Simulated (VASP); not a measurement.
# PbS (Imm2) in VASP: a series of runs

PbS is run at these levels: PBE; tasks: single point.

Program: VASP 6.6.1. These are calculated values, not measurements. Logs are shortened: lines on timing, memory, paths and dates and some standing lists are left out, and cuts for length are marked.

### Step 1. The cell of the first run

It takes space group Imm2 (No. 44, orthorhombic). Conventional cell: a = 4.193 Å, b = 5.930 Å, c = 4.193 Å, α = 90.00°, β = 90.00°, γ = 90.00°. Within 3.8 Å of Pb (site symmetry mm2) lie 6 S at 2.90 to 3.03 Å. S (site symmetry mm2) has 6 Pb at 2.90 to 3.03 Å within 3.8 Å.

### Step 2. Single point, PBE (all Pb atoms moved +0.087 Å, as atom 1 along Cartesian [1 1 0])

Input file INCAR:

```
SYSTEM = PbS
PREC = Accurate
ENCUT = 520
EDIFF = 1E-7
ISMEAR = 0
SIGMA = 0.03
LREAL = .False.
LASPH = .True.
NELM = 60
ALGO = Normal
ISIF = 2
LWAVE = .False.
LCHARG = .False.
GGA = PE
NBANDS = 17
```

Input file KPOINTS:

```
regular mesh
0
Gamma
  10 10 10
  0 0 0
```

Input file POSCAR:

```
PbS
1.0
    0.0000000000      2.9650000000      2.9650000000
    2.9650000000      0.0000000000      2.9650000000
    2.9650000000      2.9650000000      0.0000000000
Pb S
1 1
Direct
    0.0000000000      0.0000000000      0.0208674008
    0.5000000000      0.5000000000      0.5000000000
```

Potentials or basis: VASP PAW PBE potentials, release 64 (Pb_d, S).

Run with:

```sh
cat potpaw_PBE.64/Pb_d/POTCAR potpaw_PBE.64/S/POTCAR > POTCAR
mpirun -np 1 vasp_std > vasp.out
```

OUTCAR:

```text
SYSTEM = PbS
   PREC = Accurate
   ENCUT = 520
   EDIFF = 1E-7
   ISMEAR = 0
   LREAL = .False.
   LASPH = .True.
   NELM = 60
   ISIF = 2
   GGA = PE

 ion  position               nearest neighbor table
   1  0.000  0.000  0.021-   2 2.90   2 2.90   2 2.97   2 2.97   2 3.03   2 3.03
   2  0.500  0.500  0.500-   1 2.90   1 2.90   1 2.97   1 2.97   1 3.03   1 3.03

  LATTYP: Found a face centered cubic cell.
 ALAT       =     5.9300000000

  Lattice vectors:

 A1 = (   0.0000000000,   2.9650000000,   2.9650000000)
 A2 = (   2.9650000000,   0.0000000000,   2.9650000000)
 A3 = (   2.9650000000,   2.9650000000,   0.0000000000)

Analysis of symmetry for initial positions (statically):
=====================================================================
 Subroutine PRICEL returns:
 Original cell was already a primitive cell.

 Routine SETGRP: Setting up the symmetry group for a
 face centered cubic supercell.

 Subroutine GETGRP returns: Found  4 space group operations
 (whereof  4 operations were pure point group operations)
 out of a pool of 48 trial point group operations.

The static configuration has the point symmetry C_2v.

Analysis of symmetry for dynamics (positions and initial velocities):
=====================================================================
 Subroutine PRICEL returns:
 Original cell was already a primitive cell.

 Routine SETGRP: Setting up the symmetry group for a
 face centered cubic supercell.

 Subroutine GETGRP returns: Found  4 space group operations
 (whereof  4 operations were pure point group operations)
 out of a pool of 48 trial point group operations.

The dynamic configuration has the point symmetry C_2v.

 Subroutine INISYM returns: Found  4 space group operations
 (whereof  4 operations are pure point group operations),
 and found     1 'primitive' translations

----------------------------------------------------------------------------------------

                                     Primitive cell

  volume of cell :      52.1320

  direct lattice vectors                    reciprocal lattice vectors
     0.000000000  2.965000000  2.965000000    -0.168634064  0.168634064  0.168634064
     2.965000000  0.000000000  2.965000000     0.168634064 -0.168634064  0.168634064
     2.965000000  2.965000000  0.000000000     0.168634064  0.168634064 -0.168634064

  length of vectors
     4.193143212  4.193143212  4.193143212     0.292082767  0.292082767  0.292082767

  position of ions in fractional coordinates (direct lattice)
     0.000000000  0.000000000  0.020867401
     0.500000000  0.500000000  0.500000000

  ion indices of the primitive-cell ions
   primitive index   ion index
                 1           1
                 2           2

----------------------------------------------------------------------------------------

 KPOINTS: regular mesh

Automatic generation of k-mesh.
 Grid dimensions read from file:
 generate k-points for:   10   10   10

 Generating k-lattice:

  Cartesian coordinates                     Fractional coordinates (reciprocal lattice)
    -0.016863406  0.016863406  0.016863406     0.100000000  0.000000000  0.000000000
     0.016863406 -0.016863406  0.016863406     0.000000000  0.100000000  0.000000000
     0.016863406  0.016863406 -0.016863406     0.000000000  0.000000000  0.100000000

  Length of vectors
     0.029208277  0.029208277  0.029208277

  Shift w.r.t. Gamma in fractional coordinates (k-lattice)
     0.000000000  0.000000000  0.000000000

 Subroutine IBZKPT returns following result:
 ===========================================

 Found    171 irreducible k-points:

 Following reciprocal coordinates:
            Coordinates               Weight
  0.000000  0.000000  0.000000      1.000000
  0.100000  0.000000  0.000000      4.000000
  0.000000  0.000000  0.100000      4.000000
  0.200000  0.000000  0.000000      4.000000
  0.000000  0.000000  0.200000      4.000000
  0.300000  0.000000  0.000000      4.000000
[... 16 lines left out ...]
  0.000000  0.400000  0.100000      8.000000
  0.100000  0.000000  0.400000      8.000000
 [... further k-points ...]
   k-points           NKPTS =    171   k-points in BZ     NKDIM =    171   number of bands    NBANDS=     17
   number of dos      NEDOS =    301   number of ions     NIONS =      2
   total plane-waves  NPLWV =  32768
   dimension x,y,z NGX =    32 NGY =   32 NGZ =   32
   dimension x,y,z NGXF=    64 NGYF=   64 NGZF=   64
   ions per type =               1   1
   NGX,Y,Z   is equivalent  to a cutoff of  12.69, 12.69, 12.69 a.u.
   NGXF,Y,Z  is equivalent  to a cutoff of  25.37, 25.37, 25.37 a.u.
 SYSTEM =  PbS
   PREC   = accura    normal or accurate (medium, high low for compatibility)
   ISTART =      0    job   : 0-new  1-cont  2-samecut
   ICHARG =      2    charge: 1-file 2-atom 10-const
   ISPIN  =      1    spin polarized calculation?
   LNONCOLLINEAR =      F non collinear calculations
   LSORBIT =      F    spin-orbit coupling
   LASPH  =      T    aspherical Exc in radial PAW
   ENCUT  =  520.0 eV  38.22 Ry    6.18 a.u.   7.80  7.80  7.80*2*pi/ulx,y,z
   NELM   =     60;   NELMIN=  2; NELMDL= -5     # of ELM steps
   EDIFF  = 0.1E-06   stopping-criterion for ELM
   LREAL  =      F    real-space projection
   EDIFFG = 0.1E-05   stopping-criterion for IOM
   NSW    =      0    number of steps for IOM
   IBRION =     -1    ionic relax: 0-MD 1-quasi-New 2-CG
   NFREE  =      0    steps in history (QN), initial steepest desc. (CG)
   ISIF   =      2    stress and relaxation
   ISYM   =      2    0-nonsym 1-usesym 2-fastsym
   POTIM  = 0.5000    time-step for ionic-motion
   TEBEG  =    0.0;   TEEND  =   0.0 temperature during run
   PSTRESS=    0.0 pullay stress
   NELECT =      20.0000    total number of electrons
   NUPDOWN=      -1.0000    fix difference up-down
   EMIN   =  10.00;   EMAX   =-10.00  energy-range for DOS
   EFERMI =   0.00;   METHOD = LEGACY
   ISMEAR =     0;   SIGMA  =   0.03  broadening in eV -4-tet -1-fermi 0-gaus
   EFERMI_NEDOS =   21; number of points for ismear=-14 and -15
   IALGO  =     38    algorithm
   IMIX   =      4    mixing-type and parameters
     AMIX     =   0.40;   BMIX     =  1.00
     AMIX_MAG =   1.60;   BMIX_MAG =  1.00
  volume/ion in A,a.u.               =      26.07       175.90
  Fermi-wavevector in a.u.,A,eV,Ry     =   1.189552  2.247928 19.252709  1.415034
  Thomas-Fermi vector in A             =   2.325657
   LORBIT       =      0    0 simple, 1 ext, 2 COOP (PROOUT), +10 PAW based schemes
   GGA     = PE    functional components
   LHFCALC =     F    Hartree Fock is set to
   AEXX    =    0.0000 exact exchange contribution
   IVDW    =     0    specifies the selected vdW correction
   LEPSILON=     F    determine dielectric tensor
   LRPA    =     F    only Hartree local field effects (RPA)
 non-spin polarized calculation
 Gauss-broadening in eV      SIGMA  =   0.03
  energy-cutoff  :      520.00
  volume of cell :       52.13
 maximum number of plane-waves:      1422
   NGX = 15   NGY = 15   NGZ = 15

 number of electron      19.9999999 magnetization

 Free energy of the ion-electron system (eV)
  ---------------------------------------------------
  ext. energy  EPLUGINS =         0.00000000
  ---------------------------------------------------
  free energy    TOTEN  =        -8.75267535 eV

  energy without entropy =       -8.75267535  energy(sigma->0) =       -8.75267535

 E-fermi :   5.9488     XC(G=0):  -9.6841

 val. band max:        5.8325291553   @ k =   0.5000   0.0000   0.0000
 cond. band min:       6.2091927012   @ k =   0.5000   0.0000   0.0000
 fundamental gap:      0.3766635459
 Fermi energy:         5.9487757417

 k-point     1 :       0.0000    0.0000    0.0000
  band No.  band energies     occupation
      1     -10.9897      2.00000
      2     -10.9887      2.00000
      3     -10.9882      2.00000
      4     -10.9734      2.00000
      5     -10.9732      2.00000
      6      -7.7812      2.00000
[... 9 lines left out ...]
     16      12.6273      0.00000
     17      14.4910      0.00000

 k-point     2 :       0.1000    0.0000    0.0000
  band No.  band energies     occupation
      1     -10.9883      2.00000
      2     -10.9872      2.00000
      3     -10.9862      2.00000
      4     -10.9743      2.00000
      5     -10.9742      2.00000
      6      -7.6950      2.00000
[... 9 lines left out ...]
     16      12.8684      0.00000
     17      15.3215      0.00000

 k-point     3 :       0.0000    0.0000    0.1000
  band No.  band energies     occupation
      1     -10.9890      2.00000
      2     -10.9863      2.00000
      3     -10.9862      2.00000
      4     -10.9744      2.00000
      5     -10.9741      2.00000
      6      -7.6955      2.00000
[... 9 lines left out ...]
     16      12.8574      0.00000
     17      15.3255      0.00000

 k-point     4 :       0.2000    0.0000    0.0000
  band No.  band energies     occupation
      1     -10.9899      2.00000
      2     -10.9887      2.00000
      3     -10.9866      2.00000
      4     -10.9688      2.00000
      5     -10.9678      2.00000
      6      -7.4481      2.00000
[... 9 lines left out ...]
     16      13.3983      0.00000
     17      16.8933      0.00000

 k-point     5 :       0.0000    0.0000    0.2000
  band No.  band energies     occupation
      1     -10.9891      2.00000
      2     -10.9885      2.00000
      3     -10.9873      2.00000
      4     -10.9684      2.00000
      5     -10.9681      2.00000
      6      -7.4500      2.00000
[... 9 lines left out ...]
     16      13.4050      0.00000
     17      16.8963      0.00000

 k-point     6 :       0.3000    0.0000    0.0000
  band No.  band energies     occupation
      1     -10.9982      2.00000
      2     -10.9970      2.00000
      3     -10.9859      2.00000
      4     -10.9559      2.00000
      5     -10.9546      2.00000
      6      -7.0833      2.00000
[... 9 lines left out ...]
     16      14.2355      0.00000
     17      18.2167      0.00000

 k-point     7 :       0.0000    0.0000    0.3000
  band No.  band energies     occupation
      1     -10.9972      2.00000
      2     -10.9968      2.00000
      3     -10.9868      2.00000
      4     -10.9554      2.00000
      5     -10.9551      2.00000
      6      -7.0879      2.00000
[... 9 lines left out ...]
     16      14.2461      0.00000
     17      18.2275      0.00000

 k-point     8 :       0.4000    0.0000    0.0000
  band No.  band energies     occupation
      1     -11.0058      2.00000
      2     -11.0043      2.00000
      3     -10.9854      2.00000
      4     -10.9448      2.00000
      5     -10.9434      2.00000
      6      -6.7082      2.00000
[... 9 lines left out ...]
     16      15.2696      0.00000
     17      17.2978      0.00000
[... 203 lines left out ...]
      1     -11.0052      2.00000
      2     -10.9888      2.00000
      3     -10.9864      2.00000
      4     -10.9655      2.00000
      5     -10.9525      2.00000
      6      -7.1392      2.00000
[... 9 lines left out ...]
     16      14.7209      0.00000
     17      17.4640      0.00000

 k-point    20 :       0.1000    0.0000    0.3000
  band No.  band energies     occupation
      1     -11.0044      2.00000
      2     -10.9893      2.00000
      3     -10.9863      2.00000
      4     -10.9651      2.00000
      5     -10.9529      2.00000
      6      -7.1431      2.00000
[... 9 lines left out ...]
     16      14.7366      0.00000
     17      17.4470      0.00000

 k-point    21 :       0.1000    0.1000   -0.2000
  band No.  band energies     occupation
      1     -11.0048      2.00000
      2     -10.9881      2.00000
      3     -10.9867      2.00000
      4     -10.9659      2.00000
      5     -10.9527      2.00000
      6      -7.1429      2.00000
[... 9 lines left out ...]
     16      14.7225      0.00000
     17      17.4604      0.00000

 k-point    22 :       0.4000    0.1000    0.0000
  band No.  band energies     occupation
      1     -11.0140      2.00000
      2     -10.9959      2.00000
      3     -10.9842      2.00000
      4     -10.9546      2.00000
      5     -10.9430      2.00000
      6      -6.7587      2.00000
[... 9 lines left out ...]
     16      15.6646      0.00000
     17      17.3873      0.00000

 k-point    23 :       0.0000    0.4000    0.1000
  band No.  band energies     occupation
      1     -11.0145      2.00000
      2     -10.9953      2.00000
      3     -10.9847      2.00000
      4     -10.9552      2.00000
      5     -10.9420      2.00000
      6      -6.7573      2.00000
[... 9 lines left out ...]
     16      15.6573      0.00000
     17      17.3756      0.00000

 k-point    24 :       0.1000    0.0000    0.4000
  band No.  band energies     occupation
      1     -11.0135      2.00000
      2     -10.9950      2.00000
      3     -10.9855      2.00000
      4     -10.9548      2.00000
      5     -10.9425      2.00000
      6      -6.7645      2.00000
[... 9 lines left out ...]
     16      15.6731      0.00000
     17      17.4021      0.00000

 [... further k-points ...]

------------------------ aborting loop because EDIFF is reached ----------------------------------------

  FORCE on cell =-STRESS in cart. coord.  units (eV):
  Direction    XX          YY          ZZ          XY          YZ          ZX
  --------------------------------------------------------------------------------------
  -------------------------------------------------------------------------------------
  Total        0.7736089      0.7736089      0.7215312      0.0123195      0.0000000      0.0000000
  in kB       23.7754071     23.7754071     22.1748980      0.3786156      0.0000000      0.0000000
  external PRESSURE =      23.2419041 kB  Pullay stress =       0.0000000 kB

 VOLUME and BASIS-vectors are now :
 -----------------------------------------------------------------------------
  energy-cutoff  :      520.00
  volume of cell :       52.13
      direct lattice vectors                 reciprocal lattice vectors
     0.000000000  2.965000000  2.965000000    -0.168634064  0.168634064  0.168634064
     2.965000000  0.000000000  2.965000000     0.168634064 -0.168634064  0.168634064
     2.965000000  2.965000000  0.000000000     0.168634064  0.168634064 -0.168634064

 POSITION                                       TOTAL-FORCE (eV/Angst)
 -----------------------------------------------------------------------------------
      0.06187      0.06187      0.00000        -0.040608     -0.040608      0.000000
      2.96500      2.96500      2.96500         0.040608      0.040608      0.000000
 -----------------------------------------------------------------------------------
    total drift:                                0.000025      0.000025      0.000000

  FREE ENERGIE OF THE ION-ELECTRON SYSTEM (eV)
  ---------------------------------------------------
  free  energy   TOTEN  =        -8.7526753544 eV

  energy  without entropy=       -8.7526753544  energy(sigma->0) =       -8.75267535
```

It took 2.5 min on 1 thread of Intel Xeon 8259CL, shared host; peak memory 0.28 GiB.

What came out:

```
Free energy            : -8.7527 eV
Pressure               : 2.3 GPa
Largest force          : 0.057 eV/Å
Band gap on the k mesh : 0.38 eV
```

Forces in eV/Å, atoms in the order of the input:
```
Pb  -0.041 -0.041  0.000
S    0.041  0.041  0.000
```

Caveat: the cell differs from its parent crystal (all Pb atoms moved +0.087 Å, as atom 1 along Cartesian [1 1 0]); spin-orbit coupling is left out, which moves the levels of the heavy elements. A k mesh can miss the band edges.

(Part 1 of 2 ends here.)
